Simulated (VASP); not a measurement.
Al: single point with PBE

Crystal: Al.

```
Al
1.0
     0.02530    2.02398    2.02398
     2.02398    0.02530    2.02398
     2.04928    2.04928    0.00000
Al
1
Cartesian
  0.0000 0.0000 0.0000
```

This cell differs from its parent crystal: strain +0.0250 x Voigt [0, 0, 0, 0, 0, 1].

- Program: VASP 6.6.1
- Task: single point
- Functional: PBE
- Potentials or basis: VASP PAW PBE potentials, release 64 (Al)
- Cutoff: 520 eV
- k mesh: 20 × 20 × 20
- Occupations: gaussian, width 0.15 eV
- Spin: no spin polarisation
- Dipole correction: no
- Further INCAR settings: ALGO = Fast; EDIFF = 1e-06; NBANDS = 8

The pressure is -0.4 GPa and the band gap on the k mesh is zero (an odd number of electrons rules out a gap without spin polarisation).

Stress tensor (GPa, compression positive):
```
-0.24 -0.77  0.00
-0.77 -0.24  0.00
 0.00  0.00 -0.71
```

Levels at points of the mesh, in eV from the Fermi level:
| k point | band 1 | band 2 | band 3 | band 4 | band 5 |
| --- | --- | --- | --- | --- | --- |
| (0.00, 0.00, 0.00) | -11.13 | 12.18 | 12.55 | 12.96 | 13.60 |
| (0.50, 0.00, 0.00) | -4.54 | -4.25 | 11.03 | 11.07 | 11.21 |
| (0.50, 0.50, 0.00) | -2.94 | -1.63 | 5.10 | 5.19 | 6.00 |
| (0.00, 0.00, 0.50) | -4.67 | -4.55 | 11.33 | 11.42 | 11.65 |
| (0.50, 0.00, 0.50) | -2.94 | -1.62 | 5.23 | 5.55 | 5.55 |

It took 120 s on 1 thread of Intel Xeon 8259CL (shared host), peak memory 0.25 GiB.

Caveat: the cell differs from its parent crystal (strain +0.0250 x Voigt [0, 0, 0, 0, 0, 1]).
